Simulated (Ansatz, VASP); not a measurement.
# Two plane-wave programs on WC

```
W C
1.0
     0.00000    2.19268    2.19268
     2.19268    0.00000    2.19268
     2.19268    2.19268    0.00000
W C
1 1
Direct
  0.00000 0.00000 0.00000
  0.50000 0.50000 0.50000
```

Alike in both runs: task single point; functional r2SCAN; k mesh 20 × 20 × 20; occupations gaussian, width 0.15 eV; no spin polarisation.

```csv
,VASP,Ansatz
version,VASP 6.6.1,Ansatz 0.2.0
potentials or method,"VASP PAW PBE potentials, release 64 (W_sv, C), cutoff 520 eV","scalar-relativistic, plane waves, PAW"
valence electrons in the cell,18,18
```

```tsv
	VASP	Ansatz	Ansatz less VASP
gap on the k mesh at the Fermi level (eV)	none	none	-
pressure (GPa)	-3.6	-5.2	-1.59
```

VASP's potentials were made for PBE, not for r2SCAN. A gap of «none» marks a metal or a gap that the smearing closes. With one functional, cell and mesh, what is left measures potentials, basis and numerics.

Spin-orbit coupling is off throughout.
